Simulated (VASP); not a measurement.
# Te3P (Pm-3m) in VASP: single point with PBE

Aim: the single point of Te3P with PBE.

Program: VASP 6.6.1. These are calculated values, not measurements. Logs are shortened: lines on timing, memory, paths and dates and some standing lists are left out, and cuts for length are marked.

**1. The cell of the first run**

The structure is cubic, space group Pm-3m (No. 221). Conventional cell: a = 4.839 Å, b = 4.839 Å, c = 4.839 Å, α = 90.00°, β = 90.00°, γ = 90.00°. Te (site symmetry 4/mmm) has 8 Te at 3.42 Å and 4 P at 3.42 Å within 4.5 Å. P (site symmetry m-3m) has 12 Te at 3.42 Å within 4.5 Å.

**2. Single point, PBE**

File INCAR:

```
PREC = Accurate
ENCUT = 520
EDIFF = 1E-6
ISMEAR = 0
SIGMA = 0.1
LREAL = False
LASPH = True
NELM = 100
ALGO = Normal
ISIF = 2
LWAVE = False
LCHARG = False
GGA = PE
NBANDS = 20
```

File KPOINTS:

```
regular mesh
0
Gamma
  4 4 4
```

File POSCAR:

```
Te3P
1.0
    4.8387430662      0.0000000000      0.0000000000
    0.0000000000      4.8387430662      0.0000000000
    0.0000000000      0.0000000000      4.8387430662
Te P
3 1
Direct
    0.0000000000      0.5000000000      0.5000000000
    0.5000000000      0.0000000000      0.5000000000
    0.5000000000      0.5000000000      0.0000000000
    0.0000000000      0.0000000000      0.0000000000
```

Potentials or basis: VASP PAW PBE potentials, release 64 (Te, P).

Run with:

```bash
cat potpaw_PBE.64/Te/POTCAR potpaw_PBE.64/P/POTCAR > POTCAR
mpirun -np 1 vasp_std > vasp.out
```

OUTCAR:

```text
PREC = Accurate
   ENCUT = 520
   EDIFF = 1E-6
   ISMEAR = 0
   LREAL = False
   LASPH = True
   NELM = 100
   ISIF = 2
   GGA = PE

 ion  position               nearest neighbor table
   1  0.000  0.500  0.500-   2 3.42   3 3.42   3 3.42   2 3.42   2 3.42   3 3.42   3 3.42   2 3.42

   2  0.500  0.000  0.500-   1 3.42   3 3.42   3 3.42   1 3.42   3 3.42   3 3.42   1 3.42   1 3.42

   3  0.500  0.500  0.000-   1 3.42   2 3.42   1 3.42   2 3.42   2 3.42   2 3.42   1 3.42   1 3.42

   4  0.000  0.000  0.000-

  LATTYP: Found a simple cubic cell.
 ALAT       =     4.8387430662

  Lattice vectors:

 A1 = (   4.8387430662,   0.0000000000,   0.0000000000)
 A2 = (   0.0000000000,   4.8387430662,   0.0000000000)
 A3 = (   0.0000000000,   0.0000000000,   4.8387430662)

Analysis of symmetry for initial positions (statically):
=====================================================================
 Subroutine PRICEL returns:
 Original cell was already a primitive cell.

 Routine SETGRP: Setting up the symmetry group for a
 simple cubic supercell.

 Subroutine GETGRP returns: Found 48 space group operations
[... 9 lines left out ...]

 Routine SETGRP: Setting up the symmetry group for a
 simple cubic supercell.

 Subroutine GETGRP returns: Found 48 space group operations
[... 11 lines left out ...]
                                     Primitive cell

  volume of cell :     113.2916

  direct lattice vectors                    reciprocal lattice vectors
     4.838743066  0.000000000  0.000000000     0.206665241  0.000000000  0.000000000
     0.000000000  4.838743066  0.000000000     0.000000000  0.206665241  0.000000000
     0.000000000  0.000000000  4.838743066     0.000000000  0.000000000  0.206665241

  length of vectors
     4.838743066  4.838743066  4.838743066     0.206665241  0.206665241  0.206665241

  position of ions in fractional coordinates (direct lattice)
     0.000000000  0.500000000  0.500000000
     0.500000000  0.000000000  0.500000000
     0.500000000  0.500000000  0.000000000
     0.000000000  0.000000000  0.000000000

  ion indices of the primitive-cell ions
   primitive index   ion index
                 1           1
                 2           2
                 3           3
                 4           4

[... 51 lines left out ...]
   LNONCOLLINEAR =      F non collinear calculations
   LSORBIT =      F    spin-orbit coupling
   LASPH  =      T    aspherical Exc in radial PAW
   ENCUT  =  520.0 eV  38.22 Ry    6.18 a.u.   9.00  9.00  9.00*2*pi/ulx,y,z
   NELM   =    100;   NELMIN=  2; NELMDL= -5     # of ELM steps
   EDIFF  = 0.1E-05   stopping-criterion for ELM
   LREAL  =      F    real-space projection
   EDIFFG = 0.1E-04   stopping-criterion for IOM
   NSW    =      0    number of steps for IOM
   IBRION =     -1    ionic relax: 0-MD 1-quasi-New 2-CG
   NFREE  =      0    steps in history (QN), initial steepest desc. (CG)
   ISIF   =      2    stress and relaxation
   ISYM   =      2    0-nonsym 1-usesym 2-fastsym
   POTIM  = 0.5000    time-step for ionic-motion
   TEBEG  =    0.0;   TEEND  =   0.0 temperature during run
   PSTRESS=    0.0 pullay stress
   NELECT =      23.0000    total number of electrons
   NUPDOWN=      -1.0000    fix difference up-down
   EMIN   =  10.00;   EMAX   =-10.00  energy-range for DOS
   EFERMI =   0.00;   METHOD = LEGACY
   ISMEAR =     0;   SIGMA  =   0.10  broadening in eV -4-tet -1-fermi 0-gaus
   EFERMI_NEDOS =   21; number of points for ismear=-14 and -15
   IALGO  =     38    algorithm
   IMIX   =      4    mixing-type and parameters
     AMIX     =   0.40;   BMIX     =  1.00
     AMIX_MAG =   1.60;   BMIX_MAG =  1.00
  volume/ion in A,a.u.               =      28.32       191.13
  Fermi-wavevector in a.u.,A,eV,Ry     =   0.962169  1.818237 12.595865  0.925770
  Thomas-Fermi vector in A             =   2.091605
   LORBIT       =      0    0 simple, 1 ext, 2 COOP (PROOUT), +10 PAW based schemes
   GGA     = PE    functional components
   LHFCALC =     F    Hartree Fock is set to
   AEXX    =    0.0000 exact exchange contribution
   IVDW    =     0    specifies the selected vdW correction
   LEPSILON=     F    determine dielectric tensor
   LRPA    =     F    only Hartree local field effects (RPA)
 non-spin polarized calculation
 Gauss-broadening in eV      SIGMA  =   0.10
  energy-cutoff  :      520.00
  volume of cell :      113.29
 maximum number of plane-waves:      3112
 NGX is ok and might be reduce to    36
   NGX = 17   NGY = 17   NGZ = 17

 number of electron      23.0000002 magnetization

 Free energy of the ion-electron system (eV)
  ---------------------------------------------------
  ext. energy  EPLUGINS =         0.00000000
  ---------------------------------------------------
  free energy    TOTEN  =       -11.72199629 eV

  energy without entropy =      -11.68506215  energy(sigma->0) =      -11.70352922

 E-fermi :   6.4643     XC(G=0):  -9.7773

 val. band max:        6.4425194851   @ k =   0.5000   0.2500   0.0000
 cond. band min:       6.4854236109   @ k =   0.2500   0.2500   0.0000
 fundamental gap:      0.0429041259
 Fermi energy:         6.4642646526

 k-point     1 :       0.0000    0.0000    0.0000
  band No.  band energies     occupation
      1      -6.8413      2.00000
      2      -3.2732      2.00000
      3      -3.2732      2.00000
      4      -2.1775      2.00000
      5       1.7160      2.00000
      6       1.7160      2.00000
[... 219 lines left out ...]
     19      13.7037      0.00000
     20      13.7037      0.00000

------------------------ aborting loop because EDIFF is reached ----------------------------------------

  FORCE on cell =-STRESS in cart. coord.  units (eV):
  Direction    XX          YY          ZZ          XY          YZ          ZX
  --------------------------------------------------------------------------------------
  -------------------------------------------------------------------------------------
  Total       -4.1480165     -4.1480165     -4.1480165     -0.0000000      0.0000000     -0.0000000
  in kB      -58.6615284    -58.6615284    -58.6615284     -0.0000000      0.0000000     -0.0000000
  external PRESSURE =     -58.6615284 kB  Pullay stress =       0.0000000 kB

 VOLUME and BASIS-vectors are now :
 -----------------------------------------------------------------------------
  energy-cutoff  :      520.00
  volume of cell :      113.29
      direct lattice vectors                 reciprocal lattice vectors
     4.838743066  0.000000000  0.000000000     0.206665241  0.000000000  0.000000000
     0.000000000  4.838743066  0.000000000     0.000000000  0.206665241  0.000000000
     0.000000000  0.000000000  4.838743066     0.000000000  0.000000000  0.206665241

 POSITION                                       TOTAL-FORCE (eV/Angst)
 -----------------------------------------------------------------------------------
      0.00000      2.41937      2.41937         0.000000      0.000000      0.000000
      2.41937      0.00000      2.41937         0.000000      0.000000      0.000000
      2.41937      2.41937      0.00000         0.000000      0.000000      0.000000
      0.00000      0.00000      0.00000         0.000000      0.000000      0.000000
 -----------------------------------------------------------------------------------
    total drift:                               -0.000000      0.000000      0.000000

  FREE ENERGIE OF THE ION-ELECTRON SYSTEM (eV)
  ---------------------------------------------------
  free  energy   TOTEN  =       -11.7219962932 eV

  energy  without entropy=      -11.6850621520  energy(sigma->0) =      -11.70352922
```

Wall time 10 s (1 thread of Intel Xeon 6975P-C (Granite Rapids), shared host); peak memory 0.2 GiB.

Results:

```yaml
Free_energy: -11.7220 eV
Pressure: -5.9 GPa
```

Caveat: spin-orbit coupling is left out, which moves the levels of the heavy elements.
